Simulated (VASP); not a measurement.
# BN (P6_3mc) in VASP: settings compared

Aim: see how the results for BN move with the level of theory and the settings. Levels: PBE, revPBE, RPBE, LDA. Tasks: single point.

Everything below comes from runs of VASP 6.6.1. Logs are shortened: lines on timing, memory, paths and dates and some standing lists are left out, and cuts for length are marked.

## (1) The cell of the first run

Symmetry: P6_3mc, No. 186, hexagonal system. Conventional cell: a = 2.554 Å, b = 2.554 Å, c = 4.227 Å, α = 90.00°, β = 90.00°, γ = 120.00°. Within 2.1 Å of B (site symmetry 3m) lie 4 N at 1.57 to 1.58 Å. Within 2.1 Å of N (site symmetry 3m) lie 4 B at 1.57 to 1.58 Å.

## (2) Single point, PBE

Input file INCAR:

```
SYSTEM = BN
PREC = Accurate
ENCUT = 520
EDIFF = 1E-6
ISMEAR = 0
SIGMA = 0.1
LREAL = .False.
LASPH = .True.
NELM = 100
ALGO = Normal
ISIF = 2
LWAVE = .False.
LCHARG = .False.
GGA = PE
NBANDS = 16
NELECT = 16.5
```

Input file KPOINTS:

```
regular mesh
0
Gamma
  6 6 4
  0 0 0
```

Input file POSCAR:

```
BN
1.0
    2.5539396017      0.0000000000      0.0000000000
   -1.2769698009      2.2117765748      0.0000000000
    0.0000000000      0.0000000000      4.2268550000
B N
2 2
Direct
    0.6666666667      0.3333333333      0.9997240000
    0.3333333333      0.6666666667      0.4997240000
    0.6666666667      0.3333333333      0.6252760000
    0.3333333333      0.6666666667      0.1252760000
```

Potentials or basis: VASP PAW PBE potentials, release 64 (B, N).

Launch:

```sh
cat potpaw_PBE.64/B/POTCAR potpaw_PBE.64/N/POTCAR > POTCAR
mpirun -np 1 vasp_std > vasp.out
```

OUTCAR:

```text
SYSTEM = BN
   PREC = Accurate
   ENCUT = 520
   EDIFF = 1E-6
   ISMEAR = 0
   LREAL = .False.
   LASPH = .True.
   NELM = 100
   ISIF = 2
   GGA = PE
   NELECT = 16.5

 ion  position               nearest neighbor table
   1  0.667  0.333  1.000-   4 1.57   4 1.57   4 1.57   3 1.58
   2  0.333  0.667  0.500-   3 1.57   3 1.57   3 1.57   4 1.58
   3  0.667  0.333  0.625-   2 1.57   2 1.57   2 1.57   1 1.58
   4  0.333  0.667  0.125-   1 1.57   1 1.57   1 1.57   2 1.58

  LATTYP: Found a hexagonal cell.
 ALAT       =     2.5539396017
 C/A-ratio  =     1.6550332659

  Lattice vectors:

 A1 = (   2.5539396017,   0.0000000000,   0.0000000000)
 A2 = (  -1.2769698009,   2.2117765748,   0.0000000000)
 A3 = (   0.0000000000,   0.0000000000,   4.2268550000)

Analysis of symmetry for initial positions (statically):
=====================================================================
 Subroutine PRICEL returns:
 Original cell was already a primitive cell.

 Routine SETGRP: Setting up the symmetry group for a
 hexagonal supercell.

 Subroutine GETGRP returns: Found 12 space group operations
 (whereof  6 operations were pure point group operations)
 out of a pool of 24 trial point group operations.

The static configuration has the point symmetry C_3v.
 The point group associated with its full space group is C_6v.

Analysis of symmetry for dynamics (positions and initial velocities):
=====================================================================
 Subroutine PRICEL returns:
 Original cell was already a primitive cell.

 Routine SETGRP: Setting up the symmetry group for a
 hexagonal supercell.

 Subroutine GETGRP returns: Found 12 space group operations
 (whereof  6 operations were pure point group operations)
 out of a pool of 24 trial point group operations.

The dynamic configuration has the point symmetry C_3v.
 The point group associated with its full space group is C_6v.

 Subroutine INISYM returns: Found 12 space group operations
 (whereof  6 operations are pure point group operations),
 and found     1 'primitive' translations

----------------------------------------------------------------------------------------

                                     Primitive cell

  volume of cell :      23.8764

  direct lattice vectors                    reciprocal lattice vectors
     2.553939602  0.000000000  0.000000000     0.391551938  0.226062617  0.000000000
    -1.276969801  2.211776575  0.000000000     0.000000000  0.452125233  0.000000000
     0.000000000  0.000000000  4.226855000     0.000000000  0.000000000  0.236582518

  length of vectors
     2.553939602  2.553939602  4.226855000     0.452125233  0.452125233  0.236582518

  position of ions in fractional coordinates (direct lattice)
     0.666666667  0.333333333  0.999724000
     0.333333333  0.666666667  0.499724000
     0.666666667  0.333333333  0.625276000
     0.333333333  0.666666667  0.125276000

  ion indices of the primitive-cell ions
   primitive index   ion index
                 1           1
                 2           2
                 3           3
                 4           4

----------------------------------------------------------------------------------------

 KPOINTS: regular mesh

Automatic generation of k-mesh.
 Grid dimensions read from file:
 generate k-points for:    6    6    4

 Generating k-lattice:

  Cartesian coordinates                     Fractional coordinates (reciprocal lattice)
     0.065258656  0.037677103  0.000000000     0.166666667  0.000000000  0.000000000
     0.000000000  0.075354206  0.000000000     0.000000000  0.166666667  0.000000000
     0.000000000  0.000000000  0.059145630     0.000000000  0.000000000  0.250000000

  Length of vectors
     0.075354206  0.075354206  0.059145630

  Shift w.r.t. Gamma in fractional coordinates (k-lattice)
     0.000000000  0.000000000  0.000000000

 Subroutine IBZKPT returns following result:
 ===========================================

 Found     21 irreducible k-points:

 Following reciprocal coordinates:
            Coordinates               Weight
  0.000000  0.000000  0.000000      1.000000
  0.166667  0.000000  0.000000      6.000000
  0.333333  0.000000  0.000000      6.000000
  0.500000  0.000000  0.000000      3.000000
  0.166667  0.166667  0.000000      6.000000
  0.333333  0.166667  0.000000     12.000000
[... 13 lines left out ...]
  0.333333  0.166667  0.500000     12.000000
  0.333333  0.333333  0.500000      2.000000
   k-points           NKPTS =     21   k-points in BZ     NKDIM =     21   number of bands    NBANDS=     16
   number of dos      NEDOS =    301   number of ions     NIONS =      4
   total plane-waves  NPLWV =  12800
   dimension x,y,z NGX =    20 NGY =   20 NGZ =   32
   dimension x,y,z NGXF=    40 NGYF=   40 NGZF=   64
   ions per type =               2   2
   NGX,Y,Z   is equivalent  to a cutoff of  13.02, 13.02, 12.59 a.u.
   NGXF,Y,Z  is equivalent  to a cutoff of  26.04, 26.04, 25.17 a.u.
 SYSTEM =  BN
   PREC   = accura    normal or accurate (medium, high low for compatibility)
   ISTART =      0    job   : 0-new  1-cont  2-samecut
   ICHARG =      2    charge: 1-file 2-atom 10-const
   ISPIN  =      1    spin polarized calculation?
   LNONCOLLINEAR =      F non collinear calculations
   LSORBIT =      F    spin-orbit coupling
   LASPH  =      T    aspherical Exc in radial PAW
   ENCUT  =  520.0 eV  38.22 Ry    6.18 a.u.   4.75  4.75  7.86*2*pi/ulx,y,z
   NELM   =    100;   NELMIN=  2; NELMDL= -5     # of ELM steps
   EDIFF  = 0.1E-05   stopping-criterion for ELM
   LREAL  =      F    real-space projection
   EDIFFG = 0.1E-04   stopping-criterion for IOM
   NSW    =      0    number of steps for IOM
   IBRION =     -1    ionic relax: 0-MD 1-quasi-New 2-CG
   NFREE  =      0    steps in history (QN), initial steepest desc. (CG)
   ISIF   =      2    stress and relaxation
   ISYM   =      2    0-nonsym 1-usesym 2-fastsym
   POTIM  = 0.5000    time-step for ionic-motion
   TEBEG  =    0.0;   TEEND  =   0.0 temperature during run
   PSTRESS=    0.0 pullay stress
   NELECT =      16.5000    total number of electrons
   NUPDOWN=      -1.0000    fix difference up-down
   EMIN   =  10.00;   EMAX   =-10.00  energy-range for DOS
   EFERMI =   0.00;   METHOD = LEGACY
   ISMEAR =     0;   SIGMA  =   0.10  broadening in eV -4-tet -1-fermi 0-gaus
   EFERMI_NEDOS =   21; number of points for ismear=-14 and -15
   IALGO  =     38    algorithm
   IMIX   =      4    mixing-type and parameters
     AMIX     =   0.40;   BMIX     =  1.00
     AMIX_MAG =   1.60;   BMIX_MAG =  1.00
  volume/ion in A,a.u.               =       5.97        40.28
  Fermi-wavevector in a.u.,A,eV,Ry     =   1.447371  2.735134 28.502594  2.094882
  Thomas-Fermi vector in A             =   2.565333
   LORBIT       =      0    0 simple, 1 ext, 2 COOP (PROOUT), +10 PAW based schemes
   GGA     = PE    functional components
   LHFCALC =     F    Hartree Fock is set to
   AEXX    =    0.0000 exact exchange contribution
   IVDW    =     0    specifies the selected vdW correction
   LEPSILON=     F    determine dielectric tensor
   LRPA    =     F    only Hartree local field effects (RPA)
 non-spin polarized calculation
 Gauss-broadening in eV      SIGMA  =   0.10
  energy-cutoff  :      520.00
  volume of cell :       23.88
 maximum number of plane-waves:       660
 NGX is ok and might be reduce to    20
   NGX =  9   NGY =  9   NGZ = 15

 number of electron      16.5000000 magnetization

 Free energy of the ion-electron system (eV)
  ---------------------------------------------------
  ext. energy  EPLUGINS =         0.00000000
  ---------------------------------------------------
  free energy    TOTEN  =       -27.90329804 eV

  energy without entropy =      -27.89226673  energy(sigma->0) =      -27.89778239

 E-fermi :  13.9114     XC(G=0): -13.0294

 val. band max:       13.8919576834   @ k =   0.3333   0.0000   0.2500
 cond. band min:      13.9443058858   @ k =   0.5000   0.0000   0.2500
 fundamental gap:      0.0523482024
 Fermi energy:        13.9114123834

 k-point     1 :       0.0000    0.0000    0.0000
  band No.  band energies     occupation
      1     -13.0466      2.00000
      2      -8.9238      2.00000
      3      -3.5865      2.00000
      4       5.1905      2.00000
      5       5.1905      2.00000
      6       7.0335      2.00000
[... 8 lines left out ...]
     15      19.1094      0.00000
     16      23.2457      0.00000

 k-point     2 :       0.1667    0.0000    0.0000
  band No.  band energies     occupation
      1     -12.4488      2.00000
      2      -8.4776      2.00000
      3      -2.9928      2.00000
      4       2.8299      2.00000
      5       4.2481      2.00000
      6       5.2957      2.00000
[... 8 lines left out ...]
     15      20.6808      0.00000
     16      22.3697      0.00000

 k-point     3 :       0.3333    0.0000    0.0000
  band No.  band energies     occupation
      1     -10.7583      2.00000
      2      -7.5235      2.00000
      3      -1.3506      2.00000
      4      -0.8908      2.00000
      5       1.7678      2.00000
      6       2.8869      2.00000
[... 8 lines left out ...]
     15      22.9293      0.00000
     16      23.5661      0.00000

 k-point     4 :       0.5000    0.0000    0.0000
  band No.  band energies     occupation
      1      -8.9674      2.00000
      2      -7.6984      2.00000
      3      -2.1876      2.00000
      4      -0.4914      2.00000
      5       0.4297      2.00000
      6       2.3440      2.00000
[... 8 lines left out ...]
     15      23.5183      0.00000
     16      24.9542      0.00000
[... 267 lines left out ...]
 k-point    19 :       0.1667    0.1667    0.5000
  band No.  band energies     occupation
      1      -9.9728      2.00000
      2      -9.9728      2.00000
      3       0.6919      2.00000
      4       0.6919      2.00000
      5       3.0105      2.00000
      6       3.0105      2.00000
[... 8 lines left out ...]
     15      21.9025      0.00000
     16      21.9025      0.00000

 k-point    20 :       0.3333    0.1667    0.5000
  band No.  band energies     occupation
      1      -8.3514      2.00000
      2      -8.3514      2.00000
      3      -1.7601      2.00000
      4      -1.7601      2.00000
      5       1.7544      2.00000
      6       1.7544      2.00000
[... 8 lines left out ...]
     15      23.3402      0.00000
     16      23.3402      0.00000

 k-point    21 :       0.3333    0.3333    0.5000
  band No.  band energies     occupation
      1      -7.6187      2.00000
      2      -7.6187      2.00000
      3      -1.5108      2.00000
      4      -1.5108      2.00000
      5      -0.4236      2.00000
      6      -0.4236      2.00000
[... 8 lines left out ...]
     15      23.7986      0.00000
     16      23.7986      0.00000

------------------------ aborting loop because EDIFF is reached ----------------------------------------

  FORCE on cell =-STRESS in cart. coord.  units (eV):
  Direction    XX          YY          ZZ          XY          YZ          ZX
  --------------------------------------------------------------------------------------
  -------------------------------------------------------------------------------------
  Total        7.2646999      7.2646999      7.4355064     -0.0000000      0.0000000     -0.0000000
  in kB      487.4825059    487.4825059    498.9441159     -0.0000000      0.0000000     -0.0000000
  external PRESSURE =     491.3030426 kB  Pullay stress =       0.0000000 kB

 VOLUME and BASIS-vectors are now :
 -----------------------------------------------------------------------------
  energy-cutoff  :      520.00
  volume of cell :       23.88
      direct lattice vectors                 reciprocal lattice vectors
     2.553939602  0.000000000  0.000000000     0.391551938  0.226062617  0.000000000
    -1.276969801  2.211776575  0.000000000     0.000000000  0.452125233  0.000000000
     0.000000000  0.000000000  4.226855000     0.000000000  0.000000000  0.236582518

 POSITION                                       TOTAL-FORCE (eV/Angst)
 -----------------------------------------------------------------------------------
      1.27697      0.73726      4.22569        -0.000000      0.000000     -1.193159
     -0.00000      1.47452      2.11226         0.000000     -0.000000     -1.193159
      1.27697      0.73726      2.64295         0.000000     -0.000000      1.193159
     -0.00000      1.47452      0.52952        -0.000000      0.000000      1.193159
 -----------------------------------------------------------------------------------
    total drift:                                0.000000      0.000000      0.000487

  FREE ENERGIE OF THE ION-ELECTRON SYSTEM (eV)
  ---------------------------------------------------
  free  energy   TOTEN  =       -27.9032980400 eV

  energy  without entropy=      -27.8922667331  energy(sigma->0) =      -27.89778239
```

Run time: 5.7 s. Hardware: 1 thread of Intel Xeon Platinum 8488C (Sapphire Rapids), shared host; peak memory 0.13 GiB.

Results:

* Free energy: -27.9033 eV
* Largest force: 1.193 eV/Å

Forces in eV/Å, atoms in the order of the input:
```
B    0.000  0.000 -1.193
B    0.000  0.000 -1.193
N    0.000  0.000  1.193
N    0.000  0.000  1.193
```

Caveat: the k points lie up to 0.47 Å⁻¹ apart; the cell carries a net charge on a neutralising background, which shifts energy and pressure; the cell is charged against a uniform background, so pressure and absolute levels hang on convention; forces of over 1 eV/Å act on the atoms, so gaps and moduli don't describe the material at rest.

## (3) Single point, revPBE

Input file INCAR:

```
ALGO = Normal
EDIFF = 1E-7
ENCUT = 520
GGA = RE
ISIF = 2
ISMEAR = 0
LASPH = True
LCHARG = False
LREAL = False
LWAVE = False
NBANDS = 16
NELM = 60
PREC = Accurate
SIGMA = 0.01
```

Input file KPOINTS:

```
k-points
0
Gamma
  6 6 4
```

POSCAR is that of step 2.

Potentials or basis: VASP PAW PBE potentials, release 64 (B, N).

Launch:

```sh
cat potpaw_PBE.64/B/POTCAR potpaw_PBE.64/N/POTCAR > POTCAR
mpirun -np 1 vasp_std > vasp.out
```

Wall time 6.3 s (1 thread of Intel Xeon Platinum 8488C (Sapphire Rapids), shared host); peak memory 0.13 GiB.

The run converged. Its results:

```yaml
Free_energy: -33.4704 eV
Pressure: 4.6 GPa
Largest_force: 0.016 eV/Å
Band_gap_on_the_k_mesh: 5.25 eV, indirect (least direct gap 8.29 eV)
```

Forces on the atoms (eV/Å):
```
B    0.000  0.000  0.016
B    0.000  0.000  0.016
N    0.000  0.000 -0.016
N    0.000  0.000 -0.016
```

Stress tensor (GPa, compression positive):
```
4.94 0.00 0.00
0.00 4.94 0.00
0.00 0.00 3.90
```

Levels at points of the mesh, in eV from the valence-band top:
| k point | band 5 | band 6 | band 7 | band 8 | band 9 | band 10 | band 11 | band 12 |
| --- | --- | --- | --- | --- | --- | --- | --- | --- |
| (0.00, 0.00, 0.00) | -2.10 | -0.27 | 0.00 | 0.00 | 8.38 | 8.38 | 8.57 | 9.40 |
| (0.50, 0.00, 0.00) | -6.87 | -4.93 | -4.36 | -2.09 | 6.70 | 7.96 | 10.59 | 11.40 |
| (0.00, 0.00, 0.50) | -1.16 | -1.16 | -1.16 | -1.16 | 9.43 | 9.43 | 9.92 | 9.92 |
| (0.50, 0.00, 0.50) | -3.73 | -3.73 | -3.55 | -3.55 | 6.58 | 6.58 | 9.98 | 9.98 |

Caveat: the k points lie up to 0.47 Å⁻¹ apart; the PAW data sets were made with another functional, which shifts forces and pressure a little. As with any semilocal functional, this revPBE gap is likely too small.

## (4) Single point, RPBE

Input file INCAR:

```
SYSTEM = BN
ALGO = Normal
EDIFF = 1E-6
ENCUT = 520
GGA = RP
ISIF = 2
ISMEAR = 0
LASPH = .True.
LCHARG = .False.
LREAL = .False.
LWAVE = .False.
NBANDS = 16
NELM = 80
PREC = Accurate
SIGMA = 0.1
```

Input file KPOINTS:

```
k-points
0
Gamma
  6 6 4
  0 0 0
```

POSCAR is that of step 3.

Launch:

```sh
cat potpaw_PBE.64/B/POTCAR potpaw_PBE.64/N/POTCAR > POTCAR
mpirun -np 1 vasp_std > vasp.out
```

Wall time 6 s (1 thread of Intel Xeon Platinum 8488C (Sapphire Rapids), shared host); peak memory 0.13 GiB.

Results (log left out):

```
Free energy            : -33.1749 eV
Pressure               : 6.0 GPa
Largest force          : 0.015 eV/Å
Band gap on the k mesh : 5.27 eV, indirect (least direct gap 8.31 eV)
```

Forces in eV/Å, atoms in the order of the input:
```
B    0.000  0.000  0.015
B    0.000  0.000  0.015
N    0.000  0.000 -0.015
N    0.000  0.000 -0.015
```

Stress tensor (GPa, compression positive):
```
6.33 0.00 0.00
0.00 6.33 0.00
0.00 0.00 5.24
```

Levels at points of the mesh, in eV from the valence-band top:
| k point | band 5 | band 6 | band 7 | band 8 | band 9 | band 10 | band 11 | band 12 |
| --- | --- | --- | --- | --- | --- | --- | --- | --- |
| (0.00, 0.00, 0.00) | -2.10 | -0.27 | 0.00 | 0.00 | 8.39 | 8.39 | 8.58 | 9.40 |
| (0.50, 0.00, 0.00) | -6.87 | -4.93 | -4.36 | -2.09 | 6.71 | 7.98 | 10.60 | 11.41 |
| (0.00, 0.00, 0.50) | -1.16 | -1.16 | -1.16 | -1.16 | 9.43 | 9.43 | 9.93 | 9.93 |
| (0.50, 0.00, 0.50) | -3.73 | -3.73 | -3.55 | -3.55 | 6.59 | 6.59 | 9.99 | 9.99 |

Caveat: the k points lie up to 0.47 Å⁻¹ apart; the PAW data sets were made with another functional, which shifts forces and pressure a little.

## (5) Single point, LDA

Input file INCAR:

```
SYSTEM = BN
ALGO = Normal ; EDIFF = 1E-6
ENCUT = 520 ; ISIF = 2
ISMEAR = -1 ; LASPH = .TRUE.
LCHARG = .FALSE. ; LREAL = .FALSE.
LWAVE = .FALSE. ; NBANDS = 16
NELM = 80 ; PREC = Accurate
SIGMA = 0.1
```

Input file KPOINTS:

```
k-points
0
G
  6 6 4
  0 0 0
```

Input file POSCAR:

```
BN
1.0
    2.5539396017      0.0000000000      0.0000000000
   -1.2769698009      2.2117765748      0.0000000000
    0.0000000000      0.0000000000      4.2268550000
B N
2 2
Direct
    1.6176666667      1.0063333333      1.9777240000
    1.2843333333      1.3396666667      1.4777240000
    1.6176666667      1.0063333333      1.6032760000
    1.2843333333      1.3396666667      1.1032760000
```

Potentials or basis: VASP PAW LDA potentials, release 64 (B, N).

Launch:

```sh
cat potpaw_LDA.64/B/POTCAR potpaw_LDA.64/N/POTCAR > POTCAR
mpirun -np 1 vasp_std > vasp.out
```

It took 5.6 s on 1 thread of Intel Xeon Platinum 8488C (Sapphire Rapids), shared host; peak memory 0.12 GiB.

The run converged. Its results:

```yaml
Free_energy: -38.7196 eV
Pressure: -12.9 GPa
Largest_force: 0.026 eV/Å
Band_gap_on_the_k_mesh: 4.96 eV, indirect (least direct gap 8.13 eV)
```

Forces on the atoms (eV/Å):
```
B    0.000  0.000  0.026
B    0.000  0.000  0.026
N    0.000  0.000 -0.026
N    0.000  0.000 -0.026
```

Stress tensor (GPa, compression positive):
```
-12.72   0.00   0.00
  0.00 -12.72   0.00
  0.00   0.00 -13.26
```

Levels at points of the mesh, in eV from the valence-band top:
```
           k point  band 6  band 7  band 8  band 9  band 10  band 11
(0.00, 0.00, 0.00)   -0.28    0.00    0.00    8.19     8.19     8.42
(0.50, 0.00, 0.00)   -4.95   -4.41   -2.10    6.58     7.77    10.41
(0.00, 0.00, 0.50)   -1.17   -1.17   -1.17    9.37     9.37     9.74
(0.50, 0.00, 0.50)   -3.75   -3.55   -3.55    6.44     6.44     9.89
```

Caveat: the k points lie up to 0.47 Å⁻¹ apart. A k mesh can miss the band edges.

## (6) The runs side by side

```csv
level,potentials or basis,smearing,gap on the mesh (eV),pressure (GPa),largest force (eV/Å)
revPBE,"VASP PAW PBE potentials, release 64 (B, N)",gaussian 0.01 eV,5.25,4.6,0.02
RPBE,"VASP PAW PBE potentials, release 64 (B, N)",gaussian 0.1 eV,5.27,6.0,0.02
LDA,"VASP PAW LDA potentials, release 64 (B, N)",fermi-dirac 0.1 eV,4.96,-12.9,0.03
```

Alike in all rows: task single point; no spin polarisation; cell as given; k mesh 6 × 6 × 4; cutoff (eV) 520.

Caveats: all runs use coarse meshes; the PAW data sets were made with another functional, which shifts forces and pressure a little (some runs).

Absolute energies hang on the potentials; compare differences alone.
